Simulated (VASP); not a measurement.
Wanted: the native input for a VASP 6.6.1 run.

| Item | Value |
| --- | --- |
| Task | single point |
| Functional | PBEsol |
| Potentials or basis | VASP PAW PBE potentials, release 64 (La, Al, N) |
| Cutoff | 520 eV |
| k mesh | 7 × 7 × 7 |
| Occupations | methfessel-paxton, width 0.1 eV |
| Spin | no spin polarisation |
| Dipole correction | no |
| Further INCAR settings | ALGO = Normal; EDIFF = 1e-06; NBANDS = 28 |

The structure of La3AlN lies in POSCAR:

```
La3AlN
1.0
    5.0975200000      0.0849586667      0.0849586667
    0.0849586667      5.0975200000      0.0849586667
    0.0849586667      0.0849586667      5.0975200000
La Al N
3 1 1
Direct
    0.5000000000      0.5000000000      0.0000000000
    0.0000000000      0.5000000000      0.5000000000
    0.5000000000      0.0000000000      0.5000000000
    0.0000000000      0.0000000000      0.0000000000
    0.5000000000      0.5000000000      0.5000000000
```

These files were run (other wordings do the same):

INCAR

```
SYSTEM = La3AlN
ALGO = Normal
EDIFF = 1E-6
ENCUT = 520
GGA = PS
ISIF = 2
ISMEAR = 1
LASPH = .True.
LCHARG = .False.
LREAL = .False.
LWAVE = .False.
NBANDS = 28
NELM = 60
PREC = Accurate
SIGMA = 0.1
```

KPOINTS

```
k-points
0
Gamma
  7 7 7
  0 0 0
```

Potentials or basis: VASP PAW PBE potentials, release 64 (La, Al, N).

Launch:

```bash
$ cat potpaw_PBE.64/La/POTCAR potpaw_PBE.64/Al/POTCAR potpaw_PBE.64/N/POTCAR > POTCAR
$ mpirun -np 1 vasp_std > vasp.out
```

Results of the run:

```json
{
  "Pressure": "-2.8 GPa"
}
```

Caveat: the PAW data sets were made with another functional, which shifts forces and pressure a little.

Run time: 2.8 min on 1 thread of Intel Xeon 6975P-C, with other jobs on the host, peak memory 0.36 GiB.
